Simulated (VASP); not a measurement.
Si3Sb2:

```
Si Sb
1.0
     4.17671    0.00000    0.00000
    -2.08836    3.61714    0.00000
     0.00000    0.00000    6.49829
Si Sb
3 2
Cartesian
  0.0000 0.0000 0.0000
  0.0000 2.4114 4.1914
  2.0884 1.2057 2.3069
  0.0000 2.4114 1.5921
  2.0884 1.2057 4.9062
```

```yaml
Program: VASP 6.6.1
Task: relaxation of cell and atoms
Functional: PBE
Potentials_or_basis: VASP PAW PBE potentials, release 64 (Si, Sb)
Cutoff: 600 eV
k_mesh: 6 × 6 × 4
Occupations: gaussian, width 0.1 eV
Spin: no spin polarisation
```

At the start: pressure 20.2 GPa; volume 19.63 Å³/atom.

Question: Where does the relaxation end?

Answer: Over 10 steps the energy falls by 338.0 meV/atom and the volume is 23.47 Å³/atom (+19.5 %); space group P-3m1 (No. 164, to 0.1 Å) before and after.

The path:
| step | energy change (eV) | largest force (eV/Å) | pressure (GPa) | volume (Å³) |
| --- | --- | --- | --- | --- |
| 1 | 0.0000 | 2.3179 | 20.16 | 98.17 |
| 2 | -1.2572 | 0.3378 | -5.16 | 137.56 |
| 3 | -1.4839 | 0.5634 | -0.40 | 123.31 |
| 4 | -1.4848 | 0.5293 | -0.74 | 124.11 |
| 5 | -1.5541 | 0.4646 | -0.62 | 122.90 |
| 6 | -1.6689 | 0.3975 | 0.01 | 119.13 |
| 7 | -1.6697 | 0.4097 | 0.19 | 118.50 |
| 8 | -1.6893 | 0.0614 | -0.31 | 118.36 |
| 9 | -1.6896 | 0.0404 | -0.26 | 118.38 |
| 10 | -1.6902 | 0.0161 | 0.23 | 117.36 |

Final structure:
```
Si Sb
1.0
     4.61192    0.00000    0.00000
    -2.30596    3.99404    0.00000
     0.00000    0.00000    6.37143
Si Sb
3 2
Direct
  0.00000 0.00000 0.00000
  0.33333 0.66667 0.63345
  0.66667 0.33333 0.36655
  0.33333 0.66667 0.20870
  0.66667 0.33333 0.79130
```

Caveat: the volume moved by over 15 % at a fixed basis, so the end points are rough.
